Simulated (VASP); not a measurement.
# BaTiO3 (R3m) in VASP: notebook

Runs on BaTiO3. Level: LDA. Tasks: electric field gradients, single point.

All numbers are computed with VASP 6.6.1; they aren't measurements. Logs are shortened: lines on timing, memory, paths and dates and some standing lists are left out, and cuts for length are marked.

### Step 1. The cell of the first run

Symmetry: R3m, No. 160, trigonal system. The conventional cell has a = 5.655 Å, b = 5.655 Å, c = 7.162 Å, α = 90.00°, β = 90.00°, γ = 120.00°. Ba (site symmetry 3m) has 12 O at 2.83 to 2.94 Å and 8 Ti at 3.44 to 3.68 Å within 3.7 Å. Within 2.5 Å of Ti (site symmetry 3m) lie 6 O at 1.89 to 2.16 Å. O (site symmetry m) has 2 Ti at 1.89 to 2.16 Å within 2.5 Å.

### Step 2. Electric field gradients, LDA (zz strain of +3 %)

INCAR reads:

```
PREC = Accurate
ENCUT = 520
EDIFF = 1E-8
ISMEAR = -1
SIGMA = 0.05
LREAL = F
LASPH = T
NELM = 100
ALGO = Normal
ISIF = 2
LWAVE = F
LCHARG = F
GGA = CA
LEFG = T
NBANDS = 28
```

KPOINTS reads:

```
regular mesh
0
Gamma
  9 9 9
```

POSCAR reads:

```
BaTiO3
1.0
    2.8276681575      1.6325549719      2.3872635562
   -2.8276681575      1.6325549719      2.3872635562
    0.0000000000     -3.2651099438      2.3872635562
Ba Ti O
1 1 3
Direct
    0.0000000000      0.0000000000      0.0000000000
    0.5140000000      0.5140000000      0.5140000000
    0.4916000000      0.4916000000      0.9815000000
    0.4916000000      0.9815000000      0.4916000000
    0.9815000000      0.4916000000      0.4916000000
```

Potentials or basis: VASP PAW LDA potentials, release 64 (Ba_sv, Ti_sv, O).

Launch:

```console
$ cat potpaw_LDA.64/Ba_sv/POTCAR potpaw_LDA.64/Ti_sv/POTCAR potpaw_LDA.64/O/POTCAR > POTCAR
$ mpirun -np 1 vasp_std > vasp.out
```

OUTCAR:

```text
PREC = Accurate
   ENCUT = 520
   EDIFF = 1E-8
   ISMEAR = -1
   LREAL = F
   LASPH = T
   NELM = 100
   ISIF = 2
   GGA = CA

 ion  position               nearest neighbor table
   1  0.000  0.000  0.000-   5 2.83   4 2.83   4 2.83   5 2.83   3 2.83   3 2.83   3 2.84   4 2.84
                             5 2.84   3 2.94   4 2.94   5 2.94   2 3.44   2 3.44   2 3.44   2 3.48
   2  0.514  0.514  0.514-   3 1.89   4 1.89   5 1.89   3 2.16   4 2.16   5 2.16   1 3.44   1 3.44
                             1 3.44   1 3.48   1 3.51   1 3.51   1 3.51   1 3.68
   3  0.492  0.492  0.981-   2 1.89   2 2.16   1 2.83   1 2.83   1 2.84   1 2.94
   4  0.492  0.981  0.492-   2 1.89   2 2.16   1 2.83   1 2.83   1 2.84   1 2.94
   5  0.981  0.492  0.492-   2 1.89   2 2.16   1 2.83   1 2.83   1 2.84   1 2.94

  LATTYP: Found a trigonal (rhomboedric) cell.
 ALAT       =     4.0447460034
 COS(alpha) =     0.0225279025

  Lattice vectors:

 A1 = (   2.8276681575,   1.6325549719,   2.3872635562)
 A2 = (  -2.8276681575,   1.6325549719,   2.3872635562)
 A3 = (   0.0000000000,  -3.2651099438,   2.3872635562)

Analysis of symmetry for initial positions (statically):
=====================================================================
 Subroutine PRICEL returns:
 Original cell was already a primitive cell.

 Routine SETGRP: Setting up the symmetry group for a
 trigonal (rhombohedral) supercell.

 Subroutine GETGRP returns: Found  6 space group operations
 (whereof  6 operations were pure point group operations)
 out of a pool of 12 trial point group operations.

The static configuration has the point symmetry C_3v.

Analysis of symmetry for dynamics (positions and initial velocities):
=====================================================================
 Subroutine PRICEL returns:
 Original cell was already a primitive cell.

 Routine SETGRP: Setting up the symmetry group for a
 trigonal (rhombohedral) supercell.

 Subroutine GETGRP returns: Found  6 space group operations
 (whereof  6 operations were pure point group operations)
 out of a pool of 12 trial point group operations.

The dynamic configuration has the point symmetry C_3v.

 Subroutine INISYM returns: Found  6 space group operations
 (whereof  6 operations are pure point group operations),
 and found     1 'primitive' translations

----------------------------------------------------------------------------------------

                                     Primitive cell

  volume of cell :      66.1223

  direct lattice vectors                    reciprocal lattice vectors
     2.827668157  1.632554972  2.387263556     0.176824143  0.102089467  0.139629884
    -2.827668157  1.632554972  2.387263556    -0.176824143  0.102089467  0.139629884
     0.000000000 -3.265109944  2.387263556     0.000000000 -0.204178934  0.139629884

  length of vectors
     4.044746003  4.044746003  4.044746003     0.247357113  0.247357113  0.247357113

  position of ions in fractional coordinates (direct lattice)
     0.000000000  0.000000000  0.000000000
     0.514000000  0.514000000  0.514000000
     0.491600000  0.491600000  0.981500000
     0.491600000  0.981500000  0.491600000
     0.981500000  0.491600000  0.491600000

  ion indices of the primitive-cell ions
   primitive index   ion index
                 1           1
                 2           2
                 3           3
                 4           4
                 5           5

----------------------------------------------------------------------------------------

 KPOINTS: regular mesh

Automatic generation of k-mesh.
 Grid dimensions read from file:
 generate k-points for:    9    9    9

 Generating k-lattice:

  Cartesian coordinates                     Fractional coordinates (reciprocal lattice)
     0.019647127  0.011343274  0.015514432     0.111111111  0.000000000  0.000000000
    -0.019647127  0.011343274  0.015514432     0.000000000  0.111111111  0.000000000
[... 51 lines left out ...]
   ICHARG =      2    charge: 1-file 2-atom 10-const
   ISPIN  =      1    spin polarized calculation?
   LNONCOLLINEAR =      F non collinear calculations
   LSORBIT =      F    spin-orbit coupling
   LASPH  =      T    aspherical Exc in radial PAW
   ENCUT  =  520.0 eV  38.22 Ry    6.18 a.u.   7.52  7.52  7.52*2*pi/ulx,y,z
   NELM   =    100;   NELMIN=  2; NELMDL= -5     # of ELM steps
   EDIFF  = 0.1E-07   stopping-criterion for ELM
   LREAL  =      F    real-space projection
   EDIFFG = 0.1E-06   stopping-criterion for IOM
   NSW    =      0    number of steps for IOM
   IBRION =     -1    ionic relax: 0-MD 1-quasi-New 2-CG
   NFREE  =      0    steps in history (QN), initial steepest desc. (CG)
   ISIF   =      2    stress and relaxation
   ISYM   =      2    0-nonsym 1-usesym 2-fastsym
   POTIM  = 0.5000    time-step for ionic-motion
   TEBEG  =    0.0;   TEEND  =   0.0 temperature during run
   PSTRESS=    0.0 pullay stress
   NELECT =      40.0000    total number of electrons
   NUPDOWN=      -1.0000    fix difference up-down
   EMIN   =  10.00;   EMAX   =-10.00  energy-range for DOS
   EFERMI =   0.00;   METHOD = LEGACY
   ISMEAR =    -1;   SIGMA  =   0.05  broadening in eV -4-tet -1-fermi 0-gaus
   EFERMI_NEDOS =   21; number of points for ismear=-14 and -15
   IALGO  =     38    algorithm
   IMIX   =      4    mixing-type and parameters
     AMIX     =   0.40;   BMIX     =  1.00
     AMIX_MAG =   1.60;   BMIX_MAG =  1.00
  volume/ion in A,a.u.               =      13.22        89.24
  Fermi-wavevector in a.u.,A,eV,Ry     =   1.384561  2.616442 26.082506  1.917010
  Thomas-Fermi vector in A             =   2.509054
   LORBIT       =      0    0 simple, 1 ext, 2 COOP (PROOUT), +10 PAW based schemes
   GGA     = CA    functional components
   LHFCALC =     F    Hartree Fock is set to
   AEXX    =    0.0000 exact exchange contribution
   IVDW    =     0    specifies the selected vdW correction
   LEPSILON=     F    determine dielectric tensor
   LRPA    =     F    only Hartree local field effects (RPA)
 non-spin polarized calculation
  energy-cutoff  :      520.00
  volume of cell :       66.12
 maximum number of plane-waves:      1802
 NGX is ok and might be reduce to    30
   NGX = 15   NGY = 15   NGZ = 15

 number of electron      40.0000013 magnetization

 Free energy of the ion-electron system (eV)
  ---------------------------------------------------
  ext. energy  EPLUGINS =         0.00000000
  ---------------------------------------------------
  free energy    TOTEN  =       -44.04013873 eV

  energy without entropy =      -44.04013873  energy(sigma->0) =      -44.04013873

 E-fermi :   4.3295     XC(G=0): -11.5641

 val. band max:        3.1981381797   @ k =  -0.4444   0.4444   0.4444
 cond. band min:       5.4061863616   @ k =   0.0000   0.0000   0.0000
 fundamental gap:      2.2080481820
 Fermi energy:         4.3294817310

 k-point     1 :       0.0000    0.0000    0.0000
  band No.  band energies     occupation
      1     -52.4438      2.00000
      2     -29.0907      2.00000
      3     -29.0907      2.00000
      4     -29.0695      2.00000
      5     -21.4869      2.00000
      6     -13.2158      2.00000
[... 733 lines left out ...]
     27      11.1283      0.00000
     28      12.7836      0.00000

 [... further k-points ...]

------------------------ aborting loop because EDIFF is reached ----------------------------------------

  FORCE on cell =-STRESS in cart. coord.  units (eV):
  Direction    XX          YY          ZZ          XY          YZ          ZX
  --------------------------------------------------------------------------------------
  -------------------------------------------------------------------------------------
  Total       -2.5496180     -2.5496180     -5.1847353      0.0000000     -0.0000000      0.0000000
  in kB      -61.7785662    -61.7785662   -125.6288245      0.0000000     -0.0000000      0.0000000
  external PRESSURE =     -83.0619857 kB  Pullay stress =       0.0000000 kB

 VOLUME and BASIS-vectors are now :
 -----------------------------------------------------------------------------
  energy-cutoff  :      520.00
  volume of cell :       66.12
      direct lattice vectors                 reciprocal lattice vectors
     2.827668157  1.632554972  2.387263556     0.176824143  0.102089467  0.139629884
    -2.827668157  1.632554972  2.387263556    -0.176824143  0.102089467  0.139629884
     0.000000000 -3.265109944  2.387263556     0.000000000 -0.204178934  0.139629884

 POSITION                                       TOTAL-FORCE (eV/Angst)
 -----------------------------------------------------------------------------------
      0.00000      0.00000      0.00000         0.000000      0.000000      0.113825
      0.00000      0.00000      3.68116         0.000000      0.000000      0.377364
      0.00000     -1.59958      4.69026         0.000000      0.033196     -0.163730
     -1.38527      0.79979      4.69026         0.028749     -0.016598     -0.163730
      1.38527      0.79979      4.69026        -0.028749     -0.016598     -0.163730
 -----------------------------------------------------------------------------------
    total drift:                               -0.000000      0.000000     -0.000008

  FREE ENERGIE OF THE ION-ELECTRON SYSTEM (eV)
  ---------------------------------------------------
  free  energy   TOTEN  =       -44.0401387287 eV

  energy  without entropy=      -44.0401387287  energy(sigma->0) =      -44.04013873

 Electric field gradients (V/A^2)
---------------------------------------------------------------------
 ion       V_xx      V_yy      V_zz      V_xy      V_xz      V_yz
---------------------------------------------------------------------
   1     -14.876   -14.876    29.752     0.000    -0.000     0.000
   2      -1.955    -1.955     3.909    -0.000    -0.000    -0.000
   3     -10.038     5.221     4.817     0.000     0.000   -14.905
   4       1.406    -6.223     4.817    -6.608   -12.908     7.453
   5       1.406    -6.223     4.817     6.608    12.908     7.453
---------------------------------------------------------------------

 Electric field gradients after diagonalization (V/A^2)
 (convention: |V_zz| > |V_xx| > |V_yy|)
----------------------------------------------------------------------
 ion       V_xx      V_yy      V_zz     asymmetry (V_yy - V_xx)/ V_zz
----------------------------------------------------------------------
   1     -14.876   -14.876    29.752       0.000
   2      -1.955    -1.955     3.909       0.000
   3     -10.038    -9.888    19.926       0.008
   4     -10.038    -9.888    19.926       0.008
   5     -10.038    -9.888    19.926       0.008
----------------------------------------------------------------------

           NMR quadrupolar parameters

 Cq : quadrupolar parameter    Cq=e*Q*V_zz/h
 eta: asymmetry parameters     (V_yy - V_xx)/ V_zz
 Q  : nuclear electric quadrupole moment in mb (millibarn)
----------------------------------------------------------------------
 ion       Cq(MHz)       eta       Q (mb)
----------------------------------------------------------------------
   1       0.072       0.000       1.000
   2       0.009       0.000       1.000
   3       0.048       0.008       1.000
   4       0.048       0.008       1.000
   5       0.048       0.008       1.000
----------------------------------------------------------------------
```

It took 4.3 min on 1 thread of Intel Xeon 8259CL, shared host; peak memory 0.27 GiB.

Results:

```
Free energy                             : -44.0401 eV
Pressure                                : -8.3 GPa
Largest force                           : 0.377 eV/Å
Band gap on the k mesh                  : 2.21 eV (least direct gap 2.52 eV)
Largest electric field gradient by atom : Ba +29.8; Ti +3.9; O +19.9 V/Å²
```

Forces in eV/Å, atoms in the order of the input:
```
Ba   0.000  0.000  0.114
Ti   0.000  0.000  0.377
O    0.000  0.033 -0.164
O    0.029 -0.017 -0.164
O   -0.029 -0.017 -0.164
```

Electric field gradients, principal values (V/Å²):
```csv
atom,least,middle,greatest (by size)
1 Ba,-14.876,-14.876,29.752
2 Ti,-1.955,-1.955,3.909
3 O,-9.888,-10.038,19.926
4 O,-9.888,-10.038,19.926
5 O,-9.888,-10.038,19.926
```

Caveat: the cell differs from its parent crystal (zz strain of +3 %); the cell stands under tension; without QUAD_EFG the Cq values of the log hold for a quadrupole moment of 1 mb, not for the nuclei; spin-orbit coupling is left out, which moves the levels of the heavy elements; an odd mesh through Γ misses points on the zone boundary, where band edges can lie.

(Part 1 of 2 ends here.)
